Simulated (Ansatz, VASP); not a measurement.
# One calculation of Y2S, two programs

```xyz
3
Lattice="5.0828 0.0000 0.0000 -2.5414 4.4018 0.0000 0.0000 0.0000 3.2488" Properties=species:S:1:pos:R:3 pbc="T T T"
Y     0.0000    2.9345    1.6244
Y     2.5414    1.4673    1.6244
S     0.0000    0.0000    0.0000
```

Change from the starting cell: species swapped into the YHg2 type (P6/mmm, No. 191).

Alike in both runs: functional PBE; k mesh 6 × 6 × 6; occupations gaussian, width 0.1 eV; no spin polarisation.

Ansatz relaxed the structure, and its values are those at the end. VASP's run is a single point on that final structure, the one shown.

|  | VASP | Ansatz |
| --- | --- | --- |
| version | VASP 6.6.1 | Ansatz 0.2.0 |
| potentials or method | VASP PAW PBE potentials, release 64 (Y_sv, S), cutoff 520 eV | scalar-relativistic, plane waves, PAW |
| valence electrons in the cell | 28 | 28 |

```tsv
	VASP	Ansatz	Ansatz less VASP
gap on the k mesh at the Fermi level (eV)	none	none	-
pressure (GPa)	0.0	0.0	+0.02
```

A gap of «none» marks a metal or a gap that the smearing closes.
